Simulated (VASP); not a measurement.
Write the native input for VASP 6.6.1 that does the following.

| Quantity | Value |
| --- | --- |
| Task | single point |
| Functional | PBEsol |
| Potentials or basis | VASP PAW PBE potentials, release 64 (P, B) |
| Cutoff | 520 eV |
| k mesh | 10 × 10 × 10 |
| Occupations | fermi-dirac, width 0.05 eV |
| Spin | no spin polarisation |
| Dipole correction | no |
| Further INCAR settings | ALGO = Normal; EDIFF = 1e-07; NBANDS = 11 |

The structure of BP lies in POSCAR:

```
BP
1.0
    0.0000000000      2.2597393860      2.2597393860
    2.2597393860      0.0000000000      2.2597393860
    2.2597393860      2.2597393860      0.0000000000
P B
1 1
Direct
    0.7500000000      0.7500000000      0.7500000000
    0.0000000000      0.0000000000      0.0000000000
```

These files were run (other wordings do the same):

INCAR

```
SYSTEM = BP
PREC     = Accurate       ! precision mode
ENCUT    = 520            ! plane-wave cutoff, eV
EDIFF    = 1E-7           ! SCF threshold, eV
ISMEAR   = -1             ! smearing method
SIGMA    = 0.05           ! smearing width, eV
LREAL    = .FALSE.        ! projectors in reciprocal space
LASPH    = .TRUE.         ! aspherical terms in the spheres
NELM     = 80             ! most SCF steps
ALGO     = Normal         ! electronic algorithm
ISIF     = 2              ! what is computed and relaxed
LWAVE    = .FALSE.        ! write WAVECAR
LCHARG   = .TRUE.         ! write CHGCAR
GGA      = PS             ! functional
LELF     = .TRUE.         ! ELF
LVHAR    = .TRUE.       
NBANDS   = 11             ! bands
```

KPOINTS

```
Automatic mesh
0
G
  10 10 10
  0 0 0
```

Potentials or basis: VASP PAW PBE potentials, release 64 (P, B).

The run is started by

```bash
$ cat potpaw_PBE.64/P/POTCAR potpaw_PBE.64/B/POTCAR > POTCAR
$ mpirun -np 1 vasp_std > vasp.out
```

It gave:

- Pressure: 0.2 GPa
- Band gap on the k mesh: 1.12 eV (least direct gap 3.38 eV)

Caveat: the PAW data sets were made with another functional, which shifts forces and pressure a little.

Wall time 8.8 s on 1 thread of AMD EPYC 7R13 Processor (Zen 3) (shared host), peak memory 0.11 GiB.
